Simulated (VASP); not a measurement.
Input of a VASP 6.6.1 run:

File INCAR:

```
PREC = Accurate ; ENCUT = 520
EDIFF = 1E-6 ; ISMEAR = 0
SIGMA = 0.15 ; LREAL = False
LASPH = True ; NELM = 60
ALGO = Fast ; ISIF = 2
LWAVE = False ; LCHARG = False
GGA = PS ; NBANDS = 19
```

Contents of KPOINTS:

```
regular mesh
0
Gamma
  24 24 14
```

The input POSCAR:

```
Ti
1.0
    2.9149373764      0.0000000000      0.0000000000
   -1.4574686882      2.4992913128      0.0000000000
    0.0000000000      0.0000000000      4.5909904469
Ti
2
Direct
    0.3333333333      0.6666666667      0.2500000000
    0.6666666667      0.3333333333      0.7500000000
```

Potentials or basis: VASP PAW PBE potentials, release 64 (Ti_sv).

The run is started by

```sh
$ cat potpaw_PBE.64/Ti_sv/POTCAR > POTCAR
$ mpirun -np 1 vasp_std > vasp.out
```

Problem. Estimate the largest force.

Solution. 0.028 eV/Å.

Problem. What does it give for the pressure?

Solution. -0.3 GPa.

Forces on the atoms (eV/Å):
```
Ti   0.000 -0.028  0.000
Ti   0.000  0.028  0.000
```

Caveat: the cell differs from its parent crystal (strain +0.0050 x Voigt [1, -1, 0, 0, 0, 0]); the PAW data sets were made with another functional, which shifts forces and pressure a little.
